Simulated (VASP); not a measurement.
# Sn (I4_1/amd) in VASP: single point with r2SCAN

Aim: the single point of Sn with r2SCAN.

Program: VASP 6.6.1. These are calculated values, not measurements. Logs are shortened: lines on timing, memory, paths and dates and some standing lists are left out, and cuts for length are marked.

## 1. The cell of the first run

The structure is tetragonal, space group I4_1/amd (No. 141). The conventional cell has a = 5.886 Å, b = 5.886 Å, c = 3.184 Å, α = 90.00°, β = 90.00°, γ = 90.00°. Within 4.0 Å of Sn (site symmetry -4m2) lie 10 Sn at 3.05 to 3.79 Å.

## 2. Single point, r2SCAN

POSCAR reads:

```
Sn
1.0
    4.4558829926      0.0000000000      0.0000000000
    0.5688236607      4.4194267600      0.0000000000
   -1.1376473213     -1.0006054805      2.8005345822
Sn
2
Direct
    0.0000000000      0.0000000000      0.0000000000
    0.5000000000      0.5000000000      0.2500000000
```

INCAR.step1 reads:

```
ALGO = Normal ; EDIFF = 1E-5
ENCUT = 550 ; GGA = PE
GGA_COMPAT = False ; ISMEAR = 0
ISYM = 0 ; LASPH = True
LCHARG = False ; LREAL = False
LWAVE = True ; NBANDS = 21
NELM = 120 ; PREC = Accurate
SIGMA = 0.1
```

INCAR.step2 reads:

```
ALGO = Normal ; EDIFF = 1E-6
ENCUT = 550 ; GGA_COMPAT = False
ISIF = 2 ; ISMEAR = 0
ISTART = 1 ; ISYM = 0
LASPH = True ; LCHARG = False
LMIXTAU = True ; LREAL = False
LWAVE = False ; METAGGA = R2SCAN
NBANDS = 21 ; NELM = 120
PREC = Accurate ; SIGMA = 0.1
```

KPOINTS reads:

```
k-points
0
Gamma
  8 8 12
```

Potentials or basis: VASP PAW PBE potentials, release 64 (Sn_d).

Launch:

```
$ cat potpaw_PBE.64/Sn_d/POTCAR > POTCAR
$ cp INCAR.step1 INCAR
$ mpirun -np 1 vasp_std > vasp.out
$ cp INCAR.step2 INCAR
$ mpirun -np 1 vasp_std > vasp.out
```

OUTCAR:

```text
EDIFF = 1E-6
   ENCUT = 550
   ISIF = 2
   ISMEAR = 0
   ISTART = 1
   ISYM = 0
   LASPH = True
   LREAL = False
   METAGGA = R2SCAN
   NELM = 120
   PREC = Accurate

 ion  position               nearest neighbor table
   1  0.000  0.000  0.000-   2 3.05   2 3.05   2 3.05   2 3.05
   2  0.500  0.500  0.250-   1 3.05   1 3.05   1 3.05   1 3.05

IMPORTANT INFORMATION: All symmetrisations will be switched off!
NOSYMM: (Re-)initialisation of all symmetry stuff for point group C_1.

----------------------------------------------------------------------------------------

                                     Primitive cell

  volume of cell :      55.1494

  direct lattice vectors                    reciprocal lattice vectors
     4.455882993  0.000000000  0.000000000     0.224422410 -0.028885370  0.080845527
     0.568823661  4.419426760  0.000000000     0.000000000  0.226273690  0.080845527
    -1.137647321 -1.000605480  2.800534582     0.000000000  0.000000000  0.357074684

  length of vectors
     4.455882993  4.455882993  3.184092760     0.240282713  0.240282713  0.357074684

  position of ions in fractional coordinates (direct lattice)
     0.000000000  0.000000000  0.000000000
     0.500000000  0.500000000  0.250000000

  ion indices of the primitive-cell ions
   primitive index   ion index
                 1           1
                 2           2

----------------------------------------------------------------------------------------

 KPOINTS: k-points

Automatic generation of k-mesh.
 Grid dimensions read from file:
 generate k-points for:    8    8   12

 Generating k-lattice:

  Cartesian coordinates                     Fractional coordinates (reciprocal lattice)
     0.028052801 -0.003610671  0.010105691     0.125000000  0.000000000 -0.000000000
     0.000000000  0.028284211  0.010105691     0.000000000  0.125000000  0.000000000
     0.000000000  0.000000000  0.029756224     0.000000000  0.000000000  0.083333333

  Length of vectors
     0.030035339  0.030035339  0.029756224

  Shift w.r.t. Gamma in fractional coordinates (k-lattice)
     0.000000000  0.000000000  0.000000000

 -----------------------------------------------------------------------------
|                                                                             |
|           W    W    AA    RRRRR   N    N  II  N    N   GGGG   !!!           |
|           W    W   A  A   R    R  NN   N  II  NN   N  G    G  !!!           |
|           W    W  A    A  R    R  N N  N  II  N N  N  G       !!!           |
|           W WW W  AAAAAA  RRRRR   N  N N  II  N  N N  G  GGG   !            |
|           WW  WW  A    A  R   R   N   NN  II  N   NN  G    G                |
|           W    W  A    A  R    R  N    N  II  N    N   GGGG   !!!           |
|                                                                             |
|     Your reciprocal lattice and k-lattice belong to different lattice       |
|     classes:                                                                |
|                                                                             |
|        The reciprocal lattice is body-centered tetragonal,                  |
|        whereas your k-lattice is base-centered monoclinic.                  |
|                                                                             |
|     Results are often still useful ...                                      |
|                                                                             |
 -----------------------------------------------------------------------------

 WARNING: IBZKPT: internal override: KBLOWUP is changed to .FALSE.
      ... skipping the blow-up phase ...

 Subroutine IBZKPT returns following result:
 ===========================================

 Found    388 irreducible k-points:

 Following reciprocal coordinates:
            Coordinates               Weight
  0.000000  0.000000  0.000000      1.000000
  0.125000  0.000000  0.000000      2.000000
  0.250000  0.000000  0.000000      2.000000
  0.375000 -0.000000  0.000000      2.000000
  0.500000  0.000000  0.000000      1.000000
  0.000000  0.125000 -0.000000      2.000000
[... 16 lines left out ...]
  0.125000  0.375000 -0.000000      2.000000
  0.250000  0.375000 -0.000000      2.000000
 [... further k-points ...]
   k-points           NKPTS =    388   k-points in BZ     NKDIM =    388   number of bands    NBANDS=     21
   number of dos      NEDOS =    301   number of ions     NIONS =      2
   total plane-waves  NPLWV =  31104
   dimension x,y,z NGX =    36 NGY =   36 NGZ =   24
   dimension x,y,z NGXF=    72 NGYF=   72 NGZF=   48
   ions per type =               2
   NGX,Y,Z   is equivalent  to a cutoff of  13.43, 13.43, 12.53 a.u.
   NGXF,Y,Z  is equivalent  to a cutoff of  26.86, 26.86, 25.06 a.u.
 SYSTEM =  unknown system
   PREC   = accura    normal or accurate (medium, high low for compatibility)
   ISTART =      1    job   : 0-new  1-cont  2-samecut
   ICHARG =      0    charge: 1-file 2-atom 10-const
   ISPIN  =      1    spin polarized calculation?
   LNONCOLLINEAR =      F non collinear calculations
   LSORBIT =      F    spin-orbit coupling
   LASPH  =      T    aspherical Exc in radial PAW
   ENCUT  =  550.0 eV  40.42 Ry    6.36 a.u.   8.52  8.52  6.09*2*pi/ulx,y,z
   NELM   =    120;   NELMIN=  2; NELMDL=  0     # of ELM steps
   EDIFF  = 0.1E-05   stopping-criterion for ELM
   LREAL  =      F    real-space projection
   EDIFFG = 0.1E-04   stopping-criterion for IOM
   NSW    =      0    number of steps for IOM
   IBRION =     -1    ionic relax: 0-MD 1-quasi-New 2-CG
   NFREE  =      0    steps in history (QN), initial steepest desc. (CG)
   ISIF   =      2    stress and relaxation
   ISYM   =      0    0-nonsym 1-usesym 2-fastsym
   POTIM  = 0.5000    time-step for ionic-motion
   TEBEG  =    0.0;   TEEND  =   0.0 temperature during run
   PSTRESS=    0.0 pullay stress
   NELECT =      28.0000    total number of electrons
   NUPDOWN=      -1.0000    fix difference up-down
   EMIN   =  10.00;   EMAX   =-10.00  energy-range for DOS
   EFERMI =   0.00;   METHOD = LEGACY
   ISMEAR =     0;   SIGMA  =   0.10  broadening in eV -4-tet -1-fermi 0-gaus
   EFERMI_NEDOS =   21; number of points for ismear=-14 and -15
   IALGO  =     38    algorithm
   IMIX   =      4    mixing-type and parameters
     AMIX     =   0.40;   BMIX     =  1.00
     AMIX_MAG =   1.60;   BMIX_MAG =  1.00
  volume/ion in A,a.u.               =      27.57       186.08
  Fermi-wavevector in a.u.,A,eV,Ry     =   1.306012  2.468006 23.207026  1.705668
  Thomas-Fermi vector in A             =   2.436843
   LORBIT       =      0    0 simple, 1 ext, 2 COOP (PROOUT), +10 PAW based schemes
   METAGGA = R2SCAN    functional components
   LHFCALC =     F    Hartree Fock is set to
   AEXX    =    0.0000 exact exchange contribution
   IVDW    =     0    specifies the selected vdW correction
   LEPSILON=     F    determine dielectric tensor
   LRPA    =     F    only Hartree local field effects (RPA)
 non-spin polarized calculation
 Gauss-broadening in eV      SIGMA  =   0.10
  energy-cutoff  :      550.00
  volume of cell :       55.15
 maximum number of plane-waves:      1643
 NGX is ok and might be reduce to    36
   NGX = 17   NGY = 17   NGZ = 13

 number of electron      27.9999984 magnetization

 Free energy of the ion-electron system (eV)
  ---------------------------------------------------
  ext. energy  EPLUGINS =         0.00000000
  ---------------------------------------------------
  free energy    TOTEN  =       -49.24361605 eV

  energy without entropy =      -49.23830260  energy(sigma->0) =      -49.24095933

 E-fermi :   7.7178     XC(G=0): -11.0441

 val. band max:        7.7115928452   @ k =   0.1250   0.2500   0.2500
 cond. band min:       7.7254409632   @ k =   0.3750  -0.1250   0.1667
 fundamental gap:      0.0138481180
 Fermi energy:         7.7178055960

 k-point     1 :       0.0000    0.0000    0.0000
  band No.  band energies     occupation
      1     -14.6160      2.00000
      2     -14.5374      2.00000
      3     -14.4830      2.00000
      4     -14.4816      2.00000
      5     -14.3172      2.00000
      6     -14.3145      2.00000
[... 13 lines left out ...]
     20      17.8908      0.00000
     21      18.6034      0.00000

 k-point     2 :       0.1250    0.0000    0.0000
  band No.  band energies     occupation
      1     -14.6028      2.00000
      2     -14.5394      2.00000
      3     -14.4906      2.00000
      4     -14.4707      2.00000
      5     -14.3226      2.00000
      6     -14.3094      2.00000
[... 13 lines left out ...]
     20      18.4794      0.00000
     21      18.7433      0.00000

 k-point     3 :       0.2500    0.0000    0.0000
  band No.  band energies     occupation
      1     -14.5649      2.00000
      2     -14.5431      2.00000
      3     -14.5079      2.00000
      4     -14.4400      2.00000
      5     -14.3442      2.00000
      6     -14.2981      2.00000
[... 13 lines left out ...]
     20      18.1439      0.00000
     21      18.3396      0.00000

 k-point     4 :       0.3750   -0.0000    0.0000
  band No.  band energies     occupation
      1     -14.5442      2.00000
      2     -14.5258      2.00000
      3     -14.5080      2.00000
      4     -14.3957      2.00000
      5     -14.3849      2.00000
      6     -14.3073      2.00000
[... 13 lines left out ...]
     20      17.8952      0.00000
     21      18.0450      0.00000

 k-point     5 :       0.5000    0.0000    0.0000
  band No.  band energies     occupation
      1     -14.5388      2.00000
      2     -14.5386      2.00000
      3     -14.4436      2.00000
      4     -14.4431      2.00000
      5     -14.3471      2.00000
      6     -14.3468      2.00000
[... 13 lines left out ...]
     20      17.7662      0.00000
     21      19.0997      0.00000
[... 382 lines left out ...]
     20      18.5479      0.00000
     21      18.6950      0.00000

 k-point    22 :       0.0000    0.3750    0.0000
  band No.  band energies     occupation
      1     -14.5442      2.00000
      2     -14.5258      2.00000
      3     -14.5080      2.00000
      4     -14.3957      2.00000
      5     -14.3849      2.00000
      6     -14.3073      2.00000
[... 13 lines left out ...]
     20      17.8952      0.00000
     21      18.0450      0.00000

 k-point    23 :       0.1250    0.3750   -0.0000
  band No.  band energies     occupation
      1     -14.5486      2.00000
      2     -14.5288      2.00000
      3     -14.4933      2.00000
      4     -14.3908      2.00000
      5     -14.3762      2.00000
      6     -14.3101      2.00000
[... 13 lines left out ...]
     20      18.3274      0.00000
     21      18.4450      0.00000

 k-point    24 :       0.2500    0.3750   -0.0000
  band No.  band energies     occupation
      1     -14.5520      2.00000
      2     -14.5358      2.00000
      3     -14.4607      2.00000
      4     -14.3759      2.00000
      5     -14.3556      2.00000
      6     -14.3152      2.00000
[... 13 lines left out ...]
     20      19.3613      0.00000
     21      19.4166      0.00000

 [... further k-points ...]
[... 5 lines left out ...]
  --------------------------------------------------------------------------------------
  -------------------------------------------------------------------------------------
  Total       -0.0619669     -0.1054483      0.1342718      0.1689065      0.0362300      0.0411907
  in kB       -1.8002363     -3.0634402      3.9008089      4.9070038      1.0525400      1.1966546
  external PRESSURE =      -0.3209559 kB  Pullay stress =       0.0000000 kB

 VOLUME and BASIS-vectors are now :
 -----------------------------------------------------------------------------
  energy-cutoff  :      550.00
  volume of cell :       55.15
      direct lattice vectors                 reciprocal lattice vectors
     4.455882993  0.000000000  0.000000000     0.224422410 -0.028885370  0.080845527
     0.568823661  4.419426760  0.000000000     0.000000000  0.226273690  0.080845527
    -1.137647321 -1.000605480  2.800534582     0.000000000  0.000000000  0.357074684

 POSITION                                       TOTAL-FORCE (eV/Angst)
 -----------------------------------------------------------------------------------
      0.00000      0.00000      0.00000         0.002938      0.002584      0.003134
      2.22794      1.95956      0.70013        -0.002938     -0.002584     -0.003134
 -----------------------------------------------------------------------------------
    total drift:                                0.000000     -0.000000     -0.000000

  FREE ENERGIE OF THE ION-ELECTRON SYSTEM (eV)
  ---------------------------------------------------
  free  energy   TOTEN  =       -49.2436160521 eV

  energy  without entropy=      -49.2383025983  energy(sigma->0) =      -49.24095933
```

It took 10 min on 1 thread of Intel Xeon 6975P-C (Granite Rapids), shared host; peak memory 0.47 GiB.

Results:

| Property | Result |
| --- | --- |
| Free energy | -49.2436 eV |
| Pressure | 0.0 GPa |
| Largest force | 0.005 eV/Å |
| Band gap on the k mesh | zero (bands 14 and 15 overlap by 4.22 eV) |

Forces in eV/Å, atoms in the order of the input:
```
Sn   0.003  0.003  0.003
Sn  -0.003 -0.003 -0.003
```

Caveat: the PAW data sets were made with another functional, which shifts forces and pressure a little; spin-orbit coupling is left out, which moves the levels of the heavy elements.
